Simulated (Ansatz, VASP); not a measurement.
**KBr in VASP and in Ansatz**

File INCAR:

```
SYSTEM = KBr
PREC     = Accurate       ! precision mode
ENCUT    = 520            ! plane-wave cutoff, eV
EDIFF    = 1E-6           ! SCF threshold, eV
ISMEAR   = 0              ! smearing method
SIGMA    = 0.05           ! smearing width, eV
LREAL    = .FALSE.        ! projectors in reciprocal space
LASPH    = .TRUE.         ! aspherical terms in the spheres
NELM     = 60             ! most SCF steps
ALGO     = Normal         ! electronic algorithm
ISIF     = 2              ! what is computed and relaxed
LWAVE    = .FALSE.        ! write WAVECAR
LCHARG   = .TRUE.         ! write CHGCAR
GGA      = PE             ! functional
LELF     = .TRUE.         ! ELF
LVHAR    = .TRUE.       
NBANDS   = 15             ! bands
```

The input KPOINTS:

```
regular mesh
0
G
  6 6 6
  0 0 0
```

POSCAR

```
KBr
1.0
    0.0000000000      3.2101875000      3.4571250000
    3.2101875000      0.0000000000      3.4571250000
    3.2101875000      3.2101875000      0.0000000000
K Br
1 1
Direct
    0.0000000000      0.0000000000      0.0000000000
    0.5000000000      0.5000000000      0.5000000000
```

Input for Ansatz:

```yaml
crystal:
  lattice:
    - [0.0, 3.2101875, 3.457125]
    - [3.2101875, 0.0, 3.457125]
    - [3.2101875, 3.2101875, 0.0]
  atoms:
    - { symbol: K, position: [0.0, 0.0, 0.0] }
    - { symbol: Br, position: [0.5, 0.5, 0.5] }
basis:
  ecutwfc: 420
kpoints:
  mp_grid: { grid: [6, 6, 6] }
hamiltonian:
  xc: pbe
scf:
  occupations: { method: gaussian, width: 0.05 }
output:
  forces: true
  stress: true
  eigenvalues: true
```

Change from the starting cell: strain -0.025 along x and y, +0.050 along z, atoms carried along.

Alike in both runs: task single point; functional PBE; k mesh 6 × 6 × 6; occupations gaussian, width 0.05 eV; no spin polarisation.

```csv
,VASP,Ansatz
version,VASP 6.6.1,Ansatz 0.2.0
potentials or method,"VASP PAW PBE potentials, release 64 (K_sv, Br), cutoff 520 eV","scalar-relativistic, plane waves, PAW"
valence electrons in the cell,16,16
```

|  | VASP | Ansatz | Ansatz less VASP |
| --- | --- | --- | --- |
| gap on the k mesh at the Fermi level (eV) | 4.43 | 4.43 | +0.002 |
| least direct gap on the mesh (eV) | 4.43 | 4.43 | +0.002 |
| pressure (GPa) | 1.2 | 1.1 | -0.04 |
| traceless stress, the component that is largest in VASP (GPa) | -1.52 | -1.50 | +0.025 |

With one functional, cell and mesh, what is left measures potentials, basis and numerics.
